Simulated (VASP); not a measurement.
# Zr (P6_3/mmc) in VASP: further runs

The runs below take Zr through relaxation of cell and atoms, with PBE.

Everything below comes from runs of VASP 6.6.1. Logs are shortened: lines on timing, memory, paths and dates and some standing lists are left out, and cuts for length are marked.

### Step 1. The cell of the first run

Symmetry: P6_3/mmc, No. 194, hexagonal system. The conventional cell has a = 3.232 Å, b = 3.232 Å, c = 5.147 Å, α = 90.00°, β = 90.00°, γ = 120.00°. Within 4.2 Å of Zr (site symmetry -6m2) lie 12 Zr at 3.18 to 3.23 Å.

### Step 2. Relaxation of cell and atoms, PBE, target pressure 6 GPa, at which the enthalpy is minimised

INCAR

```
PREC = Accurate ; ENCUT = 600
EDIFF = 1E-6 ; ISMEAR = -1
SIGMA = 0.1 ; LREAL = False
LASPH = True ; NELM = 60
ALGO = Normal ; ISIF = 3
LWAVE = False ; LCHARG = False
GGA = PE ; IBRION = 2
NSW = 80 ; EDIFFG = -0.02
PSTRESS = 60.0
```

KPOINTS

```
Automatic mesh
0
Gamma
  10 10 5
```

POSCAR

```
Zr
1.0
    3.2320000000      0.0000000000      0.0000000000
   -1.6160000000      2.7989941000      0.0000000000
    0.0000000000      0.0000000000      5.1470000000
Zr
2
Direct
    0.3333333300      0.6666666700      0.2500000000
    0.6666666700      0.3333333300      0.7500000000
```

Potentials or basis: VASP PAW PBE potentials, release 64 (Zr_sv).

Launch:

```sh
$ cat potpaw_PBE.64/Zr_sv/POTCAR > POTCAR
$ mpirun -np 1 vasp_std > vasp.out
```

OUTCAR:

```text
PREC = Accurate
   ENCUT = 600
   EDIFF = 1E-6
   ISMEAR = -1
   LREAL = False
   LASPH = True
   NELM = 60
   ISIF = 3
   GGA = PE
   IBRION = 2
   NSW = 80
   EDIFFG = -0.02
   PSTRESS = 60.0

 ion  position               nearest neighbor table
   1  0.333  0.667  0.250-   2 3.18   2 3.18   2 3.18   2 3.18   2 3.18   2 3.18
   2  0.667  0.333  0.750-   1 3.18   1 3.18   1 3.18   1 3.18   1 3.18   1 3.18

  LATTYP: Found a hexagonal cell.
 ALAT       =     3.2320000000
 C/A-ratio  =     1.5925123762

  Lattice vectors:

 A1 = (   3.2320000000,   0.0000000000,   0.0000000000)
 A2 = (  -1.6160000000,   2.7989941000,   0.0000000000)
 A3 = (   0.0000000000,   0.0000000000,   5.1470000000)

Analysis of symmetry for initial positions (statically):
=====================================================================
 Subroutine PRICEL returns:
 Original cell was already a primitive cell.

 Routine SETGRP: Setting up the symmetry group for a
 hexagonal supercell.

 Subroutine GETGRP returns: Found 24 space group operations
 (whereof 12 operations were pure point group operations)
 out of a pool of 24 trial point group operations.

The static configuration has the point symmetry D_3d.
 The point group associated with its full space group is D_6h.

Analysis of symmetry for dynamics (positions and initial velocities):
=====================================================================
 Subroutine PRICEL returns:
 Original cell was already a primitive cell.

 Routine SETGRP: Setting up the symmetry group for a
 hexagonal supercell.

 Subroutine GETGRP returns: Found 24 space group operations
 (whereof 12 operations were pure point group operations)
 out of a pool of 24 trial point group operations.

The dynamic configuration has the point symmetry D_3d.
 The point group associated with its full space group is D_6h.

 Subroutine INISYM returns: Found 24 space group operations
 (whereof 12 operations are pure point group operations),
 and found     1 'primitive' translations

----------------------------------------------------------------------------------------

                                     Primitive cell

  volume of cell :      46.5616

  direct lattice vectors                    reciprocal lattice vectors
     3.232000000  0.000000000  0.000000000     0.309405941  0.178635603  0.000000000
    -1.616000000  2.798994100  0.000000000     0.000000000  0.357271207  0.000000000
     0.000000000  0.000000000  5.147000000     0.000000000  0.000000000  0.194287935

  length of vectors
     3.232000000  3.231999996  5.147000000     0.357271206  0.357271207  0.194287935

  position of ions in fractional coordinates (direct lattice)
     0.333333330  0.666666670  0.250000000
     0.666666670  0.333333330  0.750000000

  ion indices of the primitive-cell ions
   primitive index   ion index
                 1           1
                 2           2

----------------------------------------------------------------------------------------

 KPOINTS: Automatic mesh

Automatic generation of k-mesh.
 Grid dimensions read from file:
 generate k-points for:   10   10    5

 Generating k-lattice:

  Cartesian coordinates                     Fractional coordinates (reciprocal lattice)
     0.030940594  0.017863560  0.000000000     0.100000000  0.000000000  0.000000000
     0.000000000  0.035727121  0.000000000     0.000000000  0.100000000  0.000000000
     0.000000000  0.000000000  0.038857587     0.000000000  0.000000000  0.200000000

  Length of vectors
     0.035727121  0.035727121  0.038857587

  Shift w.r.t. Gamma in fractional coordinates (k-lattice)
     0.000000000  0.000000000  0.000000000

 Subroutine IBZKPT returns following result:
 ===========================================

 Found     42 irreducible k-points:

 Following reciprocal coordinates:
            Coordinates               Weight
  0.000000  0.000000  0.000000      1.000000
  0.100000 -0.000000  0.000000      6.000000
  0.200000 -0.000000  0.000000      6.000000
  0.300000  0.000000  0.000000      6.000000
  0.400000  0.000000  0.000000      6.000000
  0.500000  0.000000  0.000000      3.000000
[... 16 lines left out ...]
  0.300000  0.100000  0.200000     24.000000
  0.400000  0.100000  0.200000     24.000000
 [... further k-points ...]
   k-points           NKPTS =     42   k-points in BZ     NKDIM =     42   number of bands    NBANDS=     16
   number of dos      NEDOS =    301   number of ions     NIONS =      2
   total plane-waves  NPLWV =  32928
   dimension x,y,z NGX =    28 NGY =   28 NGZ =   42
   dimension x,y,z NGXF=    56 NGYF=   56 NGZF=   84
   ions per type =               2
   NGX,Y,Z   is equivalent  to a cutoff of  14.40, 14.40, 13.57 a.u.
   NGXF,Y,Z  is equivalent  to a cutoff of  28.80, 28.80, 27.13 a.u.
 SYSTEM =  unknown system
   PREC   = accura    normal or accurate (medium, high low for compatibility)
   ISTART =      0    job   : 0-new  1-cont  2-samecut
   ICHARG =      2    charge: 1-file 2-atom 10-const
   ISPIN  =      1    spin polarized calculation?
   LNONCOLLINEAR =      F non collinear calculations
   LSORBIT =      F    spin-orbit coupling
   LASPH  =      T    aspherical Exc in radial PAW
   ENCUT  =  600.0 eV  44.10 Ry    6.64 a.u.   6.46  6.46 10.28*2*pi/ulx,y,z
   NELM   =     60;   NELMIN=  2; NELMDL= -5     # of ELM steps
   EDIFF  = 0.1E-05   stopping-criterion for ELM
   LREAL  =      F    real-space projection
   EDIFFG = -.2E-01   stopping-criterion for IOM
   NSW    =     80    number of steps for IOM
   IBRION =      2    ionic relax: 0-MD 1-quasi-New 2-CG
   NFREE  =      1    steps in history (QN), initial steepest desc. (CG)
   ISIF   =      3    stress and relaxation
   ISYM   =      2    0-nonsym 1-usesym 2-fastsym
   POTIM  = 0.5000    time-step for ionic-motion
   TEBEG  =    0.0;   TEEND  =   0.0 temperature during run
   PSTRESS=   60.0 pullay stress
   NELECT =      24.0000    total number of electrons
   NUPDOWN=      -1.0000    fix difference up-down
   EMIN   =  10.00;   EMAX   =-10.00  energy-range for DOS
   EFERMI =   0.00;   METHOD = LEGACY
   ISMEAR =    -1;   SIGMA  =   0.10  broadening in eV -4-tet -1-fermi 0-gaus
   EFERMI_NEDOS =   21; number of points for ismear=-14 and -15
   IALGO  =     38    algorithm
   IMIX   =      4    mixing-type and parameters
     AMIX     =   0.40;   BMIX     =  1.00
     AMIX_MAG =   1.60;   BMIX_MAG =  1.00
  volume/ion in A,a.u.               =      23.28       157.11
  Fermi-wavevector in a.u.,A,eV,Ry     =   1.312611  2.480475 23.442130  1.722948
  Thomas-Fermi vector in A             =   2.442991
   LORBIT       =      0    0 simple, 1 ext, 2 COOP (PROOUT), +10 PAW based schemes
   GGA     = PE    functional components
   LHFCALC =     F    Hartree Fock is set to
   AEXX    =    0.0000 exact exchange contribution
   IVDW    =     0    specifies the selected vdW correction
   LEPSILON=     F    determine dielectric tensor
   LRPA    =     F    only Hartree local field effects (RPA)
 conjugate gradient relaxation of ions
 non-spin polarized calculation
  energy-cutoff  :      600.00
  volume of cell :       46.56
 maximum number of plane-waves:      1576
 NGX is ok and might be reduce to    28
   NGX = 13   NGY = 13   NGZ = 21

--------------------------------------- Ionic step        1  -------------------------------------------

 number of electron      24.0000000 magnetization

 Free energy of the ion-electron system (eV)
  ---------------------------------------------------
  ext. energy  EPLUGINS =         0.00000000
  ---------------------------------------------------
  free energy    TOTEN  =       -17.07446771 eV

  energy without entropy =      -17.00970030  energy(sigma->0) =      -17.04208400

------------------------ aborting loop because EDIFF is reached ----------------------------------------

  FORCE on cell =-STRESS in cart. coord.  units (eV):
  Direction    XX          YY          ZZ          XY          YZ          ZX
  --------------------------------------------------------------------------------------
  -------------------------------------------------------------------------------------
  Total        0.0868695      0.0868695      0.2422348      0.0000000      0.0000000      0.0000000
  in kB        2.9891690      2.9891690      8.3352678      0.0000000      0.0000000      0.0000000
  external PRESSURE =     -55.2287980 kB  Pullay stress =      60.0000000 kB
[... 25 lines left out ...]
--------------------------------------- Ionic step        2  -------------------------------------------

 number of electron      24.0000000 magnetization

 E-fermi :  10.3377     XC(G=0): -11.6317

 val. band max:       10.1851071789   @ k =   0.4000   0.1000   0.0000
 cond. band min:      10.3431807937   @ k =   0.1000  -0.0000   0.4000
 fundamental gap:      0.1580736149
 Fermi energy:        10.3377038905

 k-point     1 :       0.0000    0.0000    0.0000
  band No.  band energies     occupation
      1     -38.2558      2.00000
      2     -38.0087      2.00000
      3     -17.0096      2.00000
      4     -15.7656      2.00000
      5     -15.7656      2.00000
      6     -15.5694      2.00000
[... 433 lines left out ...]
      3     -16.8185      2.00000
      4     -16.6106      2.00000
      5     -16.2551      2.00000
      6     -16.0652      2.00000
[... 8 lines left out ...]
     15      12.0575      0.00000
     16      14.9750      0.00000

 [... further k-points ...]

------------------------ aborting loop because EDIFF is reached ----------------------------------------

  FORCE on cell =-STRESS in cart. coord.  units (eV):
  Direction    XX          YY          ZZ          XY          YZ          ZX
  --------------------------------------------------------------------------------------
  -------------------------------------------------------------------------------------
  Total        3.4747535      3.4747535      3.9313871      0.0000000     -0.0000000      0.0000000
  in kB      134.6025592    134.6025587    152.2913132      0.0000000     -0.0000000      0.0000000
  external PRESSURE =      80.4988104 kB  Pullay stress =      60.0000000 kB
[... 139 lines left out ...]
--------------------------------------- Ionic step        6  -------------------------------------------

 number of electron      24.0000000 magnetization

 Free energy of the ion-electron system (eV)
  ---------------------------------------------------
  ext. energy  EPLUGINS =         0.00000000
  ---------------------------------------------------
  free energy    TOTEN  =       -17.02670546 eV

  energy without entropy =      -16.96382684  energy(sigma->0) =      -16.99526615

 E-fermi :   9.5653     XC(G=0): -11.3305

 val. band max:        9.5568127581   @ k =   0.5000   0.0000   0.0000
 cond. band min:       9.6206508519   @ k =   0.1000  -0.0000   0.4000
 fundamental gap:      0.0638380937
 Fermi energy:         9.5653466170

 k-point     1 :       0.0000    0.0000    0.0000
  band No.  band energies     occupation
      1     -39.1180      2.00000
      2     -38.9320      2.00000
      3     -17.7300      2.00000
      4     -16.7042      2.00000
      5     -16.7042      2.00000
      6     -16.5580      2.00000
[... 433 lines left out ...]
      3     -17.5751      2.00000
      4     -17.4092      2.00000
      5     -17.1150      2.00000
      6     -16.9547      2.00000
[... 8 lines left out ...]
     15      11.1563      0.00000
     16      13.9099      0.00000

 [... further k-points ...]

------------------------ aborting loop because EDIFF is reached ----------------------------------------

  FORCE on cell =-STRESS in cart. coord.  units (eV):
  Direction    XX          YY          ZZ          XY          YZ          ZX
  --------------------------------------------------------------------------------------
  -------------------------------------------------------------------------------------
  Total        1.6556041      1.6556041      1.6614820      0.0000000      0.0000000     -0.0000000
  in kB       60.1458126     60.1458123     60.3593486      0.0000000      0.0000000     -0.0000000
  external PRESSURE =       0.2169912 kB  Pullay stress =      60.0000000 kB
[... 21 lines left out ...]
  energy  without entropy=      -16.9638268446  energy(sigma->0) =      -16.99526615

  enthalpy is  TOTEN    =       -15.3751150335 eV   P V=        1.6515904236

 reached required accuracy - stopping structural energy minimisation
```

Run time: 81 s. Hardware: 1 thread of Intel Xeon Platinum 8488C (Sapphire Rapids), shared host; peak memory 0.2 GiB.

Results:

| Item | Value |
| --- | --- |
| Free energy | -17.0267 eV |
| Relaxed volume | 22.05 Å³/atom |
| Relaxed cell | a = 3.163 Å, b = 3.163 Å, c = 5.090 Å, α = 90.00°, β = 90.00°, γ = 120.00° |
| Space group after relaxing (to 0.1 Å) | P6_3/mmc (No. 194) |
| Energy change on relaxing (the run minimises the enthalpy) | +23.9 meV/atom |
| Ionic steps | 6 |
| Pressure after relaxing | 6.0 GPa |
| Band gap on the k mesh | zero (bands 12 and 13 overlap by 1.19 eV) |

Step by step:
```
step  energy change (eV)  largest force (eV/Å)  pressure (GPa)  volume (Å³)
   1              0.0000                0.0000            0.48        46.56
   2              0.2176                0.0000           14.05        41.36
   3              0.0461                0.0000            5.94        44.17
   4              0.0479                0.0000            6.05        44.12
   5              0.0476                0.0000            6.03        44.11
   6              0.0478                0.0000            6.02        44.10
```

Final structure:
```yaml
crystal:
  lattice:
    - [3.16304, 0.00000, 0.00000]
    - [-1.58152, 2.73927, 0.00000]
    - [0.00000, 0.00000, 5.09005]
  atoms:
    - { symbol: Zr, position: [0.33333, 0.66667, 0.25000] }
    - { symbol: Zr, position: [0.66667, 0.33333, 0.75000] }
```

Caveat: the cell is relaxed towards a set pressure, so the run minimises the enthalpy, not the energy.

### Step 3. Relaxation of cell and atoms, PBE, target pressure 8 GPa, at which the enthalpy is minimised

INCAR

```
ALGO = Normal ; EDIFF = 1E-7
EDIFFG = -0.02 ; ENCUT = 600
GGA = PE ; IBRION = 2
ISIF = 3 ; ISMEAR = -1
LASPH = True ; LCHARG = False
LREAL = False ; LWAVE = False
NELM = 60 ; NSW = 80
PREC = Accurate ; PSTRESS = 80.0
SIGMA = 0.1
```

KPOINTS

```
k-points
0
Gamma
  10 10 5
```

POSCAR is that of step 2.

Potentials or basis: VASP PAW PBE potentials, release 64 (Zr_sv).

Launch:

```sh
$ cat potpaw_PBE.64/Zr_sv/POTCAR > POTCAR
$ mpirun -np 1 vasp_std > vasp.out
```

It took 2.6 min on 1 thread of Intel Xeon Platinum 8488C (Sapphire Rapids), shared host; peak memory 0.19 GiB.

The run converged. Its results:

```yaml
Free_energy: -16.9937 eV
Relaxed_volume: 21.67 Å³/atom
Relaxed_cell: a = 3.142 Å, b = 3.142 Å, c = 5.069 Å, α = 90.00°, β = 90.00°, γ = 120.00°
Space_group_after_relaxing_to_0.1_Å: P6_3/mmc (No. 194)
Energy_change_on_relaxing_the_run_minimises_the_enthalpy: +40.4 meV/atom
Ionic_steps: 10
Pressure_after_relaxing: 8.0 GPa
Band_gap_on_the_k_mesh: zero (bands 12 and 13 overlap by 1.19 eV)
```

The path:
```tsv
step	energy change (eV)	largest force (eV/Å)	pressure (GPa)	volume (Å³)
1	0.0000	0.0000	0.48	46.56
2	0.4088	0.0000	20.44	39.58
3	0.0771	0.0000	7.83	43.44
4	0.0802	0.0000	8.01	43.38
5	0.0834	0.0000	8.18	43.32
6	0.0833	0.0000	8.16	43.30
7	0.0836	0.0000	8.16	43.29
8	0.0837	0.0000	8.16	43.29
9	0.0771	0.0000	7.80	43.42
10	0.0808	0.0000	8.00	43.35
```

Final structure:
```
Zr
1.0
     3.14245    0.00000    0.00000
    -1.57123    2.72144    0.00000
     0.00000    0.00000    5.06856
Zr
2
Direct
  0.33333 0.66667 0.25000
  0.66667 0.33333 0.75000
```

Levels at points of the mesh, in eV from the Fermi level:
```csv
k point,band 8,band 9,band 10,band 11,band 12,band 13,band 14,band 15,band 16
"(0.00, 0.00, 0.00)",-26.05,-5.72,-3.18,0.94,0.94,0.98,1.41,1.67,1.67
"(0.50, 0.00, 0.00)",-26.19,-2.78,-2.56,-2.33,0.05,0.65,0.85,1.58,5.45
```

Caveat: the cell is relaxed towards a set pressure, so the run minimises the enthalpy, not the energy.
